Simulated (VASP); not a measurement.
A run of VASP 6.6.1:

Contents of INCAR:

```
PREC = Accurate
ENCUT = 520
EDIFF = 1E-8
ISMEAR = -1
SIGMA = 0.05
LREAL = False
LASPH = True
NELM = 100
ALGO = Normal
ISIF = 2
LWAVE = False
LCHARG = False
LEFG = True
NBANDS = 11
```

File KPOINTS:

```
regular mesh
0
Gamma
  12 12 9
```

Contents of POSCAR:

```
MgB2
1.0
    3.0850007055      0.0000000000      0.0000000000
   -1.5425003528      2.6716889817      0.0000000000
    0.0000000000      0.0000000000      3.6286900000
Mg B
1 2
Direct
    0.0000000000      0.0000000000      0.0000000000
    0.3333333333      0.6666666667      0.5000000000
    0.6666666667      0.3333333333      0.5000000000
```

Potentials or basis: VASP PAW LDA potentials, release 64 (Mg, B).

Command:

```bash
$ cat potpaw_LDA.64/Mg/POTCAR potpaw_LDA.64/B/POTCAR > POTCAR
$ mpirun -np 1 vasp_std > vasp.out
```

Hardware: 1 thread of AMD EPYC 7R43 64-Core Processor (Zen 3), on a shared host.

How long does it take, and how much memory?

It took 38 s on 1 thread of AMD EPYC 7R43 64-Core Processor (Zen 3), with other jobs on the host, peak memory 0.12 GiB. Counts: scf iterations 14, k points 95.
